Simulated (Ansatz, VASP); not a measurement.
**One calculation of BeS, two programs**

```
Be S
1.0
     0.00000    2.43500    2.43500
     2.43500    0.00000    2.43500
     2.43500    2.43500    0.00000
Be S
1 1
Cartesian
  0.0000 0.0000 0.0000
  1.2175 1.2175 1.2175
```

Alike in both runs: task single point; functional PBEsol; k mesh 6 × 6 × 6; occupations gaussian, width 0.1 eV; no spin polarisation.

|  | VASP | Ansatz |
| --- | --- | --- |
| version | VASP 6.6.1 | Ansatz 0.2.0 |
| potentials or method | VASP PAW PBE potentials, release 64 (Be, S), cutoff 600 eV | scalar-relativistic, plane waves, PAW |
| valence electrons in the cell | 8 | 8 |

|  | VASP | Ansatz | Ansatz less VASP |
| --- | --- | --- | --- |
| gap on the k mesh at the Fermi level (eV) | 2.95 | 2.95 | -0.002 |
| least direct gap on the mesh (eV) | 5.58 | 5.58 | -0.006 |
| pressure (GPa) | -1.6 | -1.8 | -0.20 |

VASP's potentials were made for PBE, not for PBEsol, and Ansatz warns of the same on its side.
